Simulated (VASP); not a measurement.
# ZnF2 (P4_2/mnm) in VASP: vibrations by perturbation theory with PBEsol

Aim: the vibrations by perturbation theory of ZnF2 with PBEsol.

Program: VASP 6.6.1. These are calculated values, not measurements. Logs are shortened: lines on timing, memory, paths and dates and some standing lists are left out, and cuts for length are marked.

**1. The cell of the first run**

The structure is tetragonal, space group P4_2/mnm (No. 136). Conventional cell: a = 4.718 Å, b = 4.718 Å, c = 3.128 Å, α = 90.00°, β = 90.00°, γ = 90.00°. Zn (site symmetry mmm) has 6 F at 2.03 to 2.04 Å within 2.7 Å. F (site symmetry m2m) has 3 Zn at 2.03 to 2.04 Å and 1 F at 2.62 Å within 2.7 Å.

**2. Vibrations by perturbation theory, PBEsol**

The input, INCAR:

```
PREC = Accurate
ENCUT = 600
EDIFF = 1E-8
ISMEAR = 0
SIGMA = 0.01
LREAL = F
LASPH = T
NELM = 120
ALGO = Normal
ISIF = 2
LWAVE = F
LCHARG = F
GGA = PS
NBANDS = 35
IBRION = 8
NSW = 1
LEPSILON = T
GGA_COMPAT = F
KPAR = 4
```

The input, KPOINTS:

```
Automatic mesh
0
Gamma
  6 6 10
```

The input, POSCAR:

```
ZnF2
1.0
    4.7177756171      0.0000000000      0.0000000000
    0.0000000000      4.7177756171      0.0000000000
    0.0000000000      0.0000000000      3.1284470562
Zn F
2 4
Direct
    0.0000000000      0.0000000000      0.0000000000
    0.5000000000      0.5000000000      0.5000000000
    0.3038554922      0.3038554922      0.0000000000
    0.1961445078      0.8038554922      0.5000000000
    0.6961445078      0.6961445078      0.0000000000
    0.8038554922      0.1961445078      0.5000000000
```

Potentials or basis: VASP PAW PBE potentials, release 64 (Zn, F).

Launch:

```
cat potpaw_PBE.64/Zn/POTCAR potpaw_PBE.64/F/POTCAR > POTCAR
mpirun -np 4 vasp_std > vasp.out
```

OUTCAR:

```text
PREC = Accurate
   ENCUT = 600
   EDIFF = 1E-8
   ISMEAR = 0
   LREAL = F
   LASPH = T
   NELM = 120
   ISIF = 2
   GGA = PS
   IBRION = 8
   NSW = 1
   LEPSILON = T

 ion  position               nearest neighbor table
   1  0.000  0.000  0.000-   3 2.03   5 2.03   4 2.04   6 2.04   4 2.04   6 2.04
   2  0.500  0.500  0.500-   4 2.03   6 2.03   5 2.04   3 2.04   3 2.04   5 2.04
   3  0.304  0.304  0.000-   1 2.03   2 2.04   2 2.04
   4  0.196  0.804  0.500-   2 2.03   1 2.04   1 2.04
   5  0.696  0.696  0.000-   1 2.03   2 2.04   2 2.04
   6  0.804  0.196  0.500-   2 2.03   1 2.04   1 2.04

  LATTYP: Found a simple tetragonal cell.
 ALAT       =     4.7177756171
 C/A-ratio  =     0.6631190862

  Lattice vectors:

 A1 = (   4.7177756171,   0.0000000000,   0.0000000000)
 A2 = (   0.0000000000,   4.7177756171,   0.0000000000)
 A3 = (   0.0000000000,   0.0000000000,   3.1284470562)

Analysis of symmetry for initial positions (statically):
=====================================================================
 Subroutine PRICEL returns:
 Original cell was already a primitive cell.

 Routine SETGRP: Setting up the symmetry group for a
 simple tetragonal supercell.

 Subroutine GETGRP returns: Found 16 space group operations
 (whereof  8 operations were pure point group operations)
 out of a pool of 16 trial point group operations.

The static configuration has the point symmetry D_2h.
 The point group associated with its full space group is D_4h.

Analysis of symmetry for dynamics (positions and initial velocities):
=====================================================================
 Subroutine PRICEL returns:
 Original cell was already a primitive cell.

 Routine SETGRP: Setting up the symmetry group for a
 simple tetragonal supercell.

 Subroutine GETGRP returns: Found 16 space group operations
 (whereof  8 operations were pure point group operations)
 out of a pool of 16 trial point group operations.

The dynamic configuration has the point symmetry D_2h.
 The point group associated with its full space group is D_4h.

 Subroutine INISYM returns: Found 16 space group operations
 (whereof  8 operations are pure point group operations),
 and found     1 'primitive' translations

----------------------------------------------------------------------------------------

                                     Primitive cell

  volume of cell :      69.6311

[... 1165 lines left out ...]
  x     0.00000     0.00000     0.00000     0.00000     0.00000     0.00000
  y     0.00000     0.00000     0.00000     0.00000     0.00000     0.00000
  z     0.00000     0.00000     0.00000     0.00000     0.00000     0.00000

 PIEZOELECTRIC TENSOR (including local field effects)  for field in x, y, z        (C/m^2)
          XX          YY          ZZ          XY          YZ          ZX
  --------------------------------------------------------------------------------
  x     0.00000     0.00000     0.00000     0.00000     0.00000     0.00000
  y     0.00000     0.00000     0.00000     0.00000     0.00000     0.00000
  z     0.00000     0.00000     0.00000     0.00000     0.00000     0.00000

 BORN EFFECTIVE CHARGES (including local field effects) (in |e|, cummulative output)
 ---------------------------------------------------------------------------------
 ion    1
    1     2.22287     0.15827     0.00000
    2     0.15827     2.22287     0.00000
    3     0.00000     0.00000     2.40572
 ion    2
    1     2.22287    -0.15827     0.00000
    2    -0.15827     2.22287     0.00000
    3     0.00000     0.00000     2.40572
 ion    3
    1    -1.11143    -0.40841     0.00000
    2    -0.40841    -1.11143     0.00000
    3     0.00000     0.00000    -1.20286
 ion    4
    1    -1.11143     0.40841     0.00000
    2     0.40841    -1.11143     0.00000
    3     0.00000     0.00000    -1.20286
 ion    5
    1    -1.11143    -0.40841     0.00000
    2    -0.40841    -1.11143     0.00000
    3     0.00000     0.00000    -1.20286
 ion    6
    1    -1.11143     0.40841     0.00000
    2     0.40841    -1.11143     0.00000
    3     0.00000     0.00000    -1.20286

 INTERNAL STRAIN TENSOR FOR ION    6 for displacements in x,y,z  (eV/Angst):
          X           Y           Z          XY          YZ          ZX
  --------------------------------------------------------------------------------
  x     1.15208     0.66944     2.07856     0.98018     0.00000     0.00000
  y    -0.66944    -1.15208    -2.07856    -0.97763     0.00000     0.00000
  z     0.00000     0.00000     0.00000     0.00000    -1.56468     1.93132

 SECOND DERIVATIVES (NOT SYMMETRIZED)
 ------------------------------------
               1X          1Y          1Z          2X          2Y          2Z          3X          3Y          3Z          4X          4Y          4Z          5X          5Y          5Z          6X          6Y          6Z
  1X    -9.986892   -0.162756    0.000000    4.024262    0.000887    0.000000    1.234602    1.644399    0.000000    1.746713   -1.563465    0.000000    1.234602    1.644399    0.000000    1.746713   -1.563465    0.000000
  1Y    -0.162756   -9.986892    0.000000    0.000887    4.024262    0.000000    1.644399    1.234602    0.000000   -1.563465    1.746713    0.000000    1.644399    1.234602    0.000000   -1.563465    1.746713    0.000000
  1Z     0.000000    0.000000   -8.210750    0.000000    0.000000    0.073060    0.000000    0.000000   -0.042193    0.000000    0.000000    4.111038    0.000000    0.000000   -0.042193    0.000000    0.000000    4.111038
  2X     4.024262   -0.000887    0.000000   -9.986892    0.162756    0.000000    1.746713    1.563465    0.000000    1.234602   -1.644399    0.000000    1.746713    1.563465    0.000000    1.234602   -1.644399    0.000000
  2Y    -0.000887    4.024262    0.000000    0.162756   -9.986892    0.000000    1.563465    1.746713    0.000000   -1.644399    1.234602    0.000000    1.563465    1.746713    0.000000   -1.644399    1.234602    0.000000
  2Z     0.000000    0.000000    0.073060    0.000000    0.000000   -8.210750    0.000000    0.000000    4.111038    0.000000    0.000000   -0.042193    0.000000    0.000000    4.111038    0.000000    0.000000   -0.042193
  3X     1.240302    1.651467    0.000000    1.727332    1.569454    0.000000   -6.402037   -4.343926    0.000000   -0.593365    0.781015    0.000000    1.169624    1.134640    0.000000    2.858143   -0.792651    0.000000
  3Y     1.651467    1.240302    0.000000    1.569454    1.727332    0.000000   -4.343926   -6.402037    0.000000   -0.792651    2.858143    0.000000    1.134640    1.169624    0.000000    0.781015   -0.593365    0.000000
  3Z     0.000000    0.000000   -0.053683    0.000000    0.000000    4.109833    0.000000    0.000000   -5.022515    0.000000    0.000000    0.900578    0.000000    0.000000   -0.834791    0.000000    0.000000    0.900578
  4X     1.727332   -1.569454    0.000000    1.240302   -1.651467    0.000000   -0.593365   -0.781015    0.000000   -6.402037    4.343926    0.000000    2.858143    0.792651    0.000000    1.169624   -1.134640    0.000000
  4Y    -1.569454    1.727332    0.000000   -1.651467    1.240302    0.000000    0.792651    2.858143    0.000000    4.343926   -6.402037    0.000000   -0.781015   -0.593365    0.000000   -1.134640    1.169624    0.000000
  4Z     0.000000    0.000000    4.109833    0.000000    0.000000   -0.053683    0.000000    0.000000    0.900578    0.000000    0.000000   -5.022515    0.000000    0.000000    0.900578    0.000000    0.000000   -0.834791
  5X     1.240302    1.651467    0.000000    1.727332    1.569454    0.000000    1.169624    1.134640    0.000000    2.858143   -0.792651    0.000000   -6.402037   -4.343926    0.000000   -0.593365    0.781015    0.000000
  5Y     1.651467    1.240302    0.000000    1.569454    1.727332    0.000000    1.134640    1.169624    0.000000    0.781015   -0.593365    0.000000   -4.343926   -6.402037    0.000000   -0.792651    2.858143    0.000000
  5Z     0.000000    0.000000   -0.053683    0.000000    0.000000    4.109833    0.000000    0.000000   -0.834791    0.000000    0.000000    0.900578    0.000000    0.000000   -5.022515    0.000000    0.000000    0.900578
  6X     1.727332   -1.569454    0.000000    1.240302   -1.651467    0.000000    2.858143    0.792651    0.000000    1.169624   -1.134640    0.000000   -0.593365   -0.781015    0.000000   -6.402037    4.343926    0.000000
  6Y    -1.569454    1.727332    0.000000   -1.651467    1.240302    0.000000   -0.781015   -0.593365    0.000000   -1.134640    1.169624    0.000000    0.792651    2.858143    0.000000    4.343926   -6.402037    0.000000
  6Z     0.000000    0.000000    4.109833    0.000000    0.000000   -0.053683    0.000000    0.000000    0.900578    0.000000    0.000000   -0.834791    0.000000    0.000000    0.900578    0.000000    0.000000   -5.022515

 Eigenvectors and eigenvalues of the dynamical matrix
 ----------------------------------------------------

   1 f  =   15.248978 THz    95.812157 2PiTHz  508.651168 cm-1    63.064679 meV
             X         Y         Z           dx          dy          dz
      0.000000  0.000000  0.000000    -0.000000   -0.000000   -0.000000
      2.358888  2.358888  1.564224    -0.000000   -0.000000   -0.000000
      1.433522  1.433522  0.000000     0.353553    0.353553    0.000000
      0.925366  3.792410  1.564224     0.353553   -0.353553   -0.000000
      3.284254  3.284254  0.000000    -0.353553   -0.353553    0.000000
      3.792410  0.925366  1.564224    -0.353553    0.353553    0.000000
[... 145 lines left out ...]
  18 f/i=    0.008989 THz     0.056478 2PiTHz    0.299833 cm-1     0.037174 meV
             X         Y         Z           dx          dy          dz
      0.000000  0.000000  0.000000    -0.437845    0.351849    0.000000
      2.358888  2.358888  1.564224    -0.437908    0.351927    0.000000
      1.433522  1.433522  0.000000    -0.236823    0.190365    0.000000
      0.925366  3.792410  1.564224    -0.236603    0.190091    0.000000
      3.284254  3.284254  0.000000    -0.236823    0.190365    0.000000
      3.792410  0.925366  1.564224    -0.236603    0.190091    0.000000

--------------------------------------------------------------------------------------------------------

 MACROSCOPIC STATIC DIELECTRIC TENSOR IONIC CONTRIBUTION
 ------------------------------------------------------
           5.934724     0.000000    -0.000000
           0.000000     5.934724     0.000000
          -0.000000     0.000000     3.700280
 ------------------------------------------------------

 ELASTIC MODULI CONTR FROM IONIC RELAXATION (kBar)
 Direction    XX          YY          ZZ          XY          YZ          ZX
 --------------------------------------------------------------------------------
 XX         -68.8276     30.7749    -43.4226     -0.0000     -0.0000     -0.0000
 YY          30.7749    -68.8276    -43.4226      0.0000      0.0000      0.0000
 ZZ         -43.4226    -43.4226    -99.1004     -0.0000      0.0000      0.0000
 XY          -0.0000      0.0000     -0.0000     -9.7587      0.0000     -0.0000
 YZ          -0.0000      0.0000      0.0000      0.0000    -53.8069      0.0000
 ZX          -0.0000      0.0000      0.0000     -0.0000      0.0000    -81.9781
 --------------------------------------------------------------------------------

 PIEZOELECTRIC TENSOR IONIC CONTR  for field in x, y, z        (C/m^2)
          XX          YY          ZZ          XY          YZ          ZX
  --------------------------------------------------------------------------------
  x     0.00000    -0.00000     0.00000    -0.00000    -0.00000    -0.00000
  y     0.00000     0.00000     0.00000     0.00000    -0.00000     0.00000
  z    -0.00000     0.00000     0.00000     0.00000    -0.00000     0.00000
```

Wall time 6.4 min (4 MPI ranks of Intel Xeon 6975P-C (Granite Rapids), shared host); peak memory 0.87 GiB.

What came out:

```yaml
Electronic_dielectric_tensor_diagonal: 2.54, 2.54, 2.64
Born_charges_mean_of_the_diagonal: Zn +2.28; F -1.14 e
Highest_phonon_frequency_at_Γ_LO-TO_splitting_left_out: 509 cm⁻¹
```

Phonon frequencies in cm⁻¹ (negative: imaginary):
```csv
q point,frequencies
"(0.000, 0.000, 0.000)",0 0 0 56 115 160 160 238 242 242 245 245 303 339 362 386 386 509
```

Electronic dielectric tensor:
```
2.54 0.00 0.00
0.00 2.54 0.00
0.00 0.00 2.64
```

Born effective charge tensors (e):
atom 1, Zn
```
2.22 0.16 0.00
0.16 2.22 0.00
0.00 0.00 2.41
```
atom 2, Zn
```
 2.22 -0.16  0.00
-0.16  2.22  0.00
 0.00  0.00  2.41
```
atom 3, F
```
-1.11 -0.41  0.00
-0.41 -1.11  0.00
 0.00  0.00 -1.20
```
atom 4, F
```
-1.11  0.41  0.00
 0.41 -1.11  0.00
 0.00  0.00 -1.20
```
atom 5, F
```
-1.11 -0.41  0.00
-0.41 -1.11  0.00
 0.00  0.00 -1.20
```
atom 6, F
```
-1.11  0.41  0.00
 0.41 -1.11  0.00
 0.00  0.00 -1.20
```
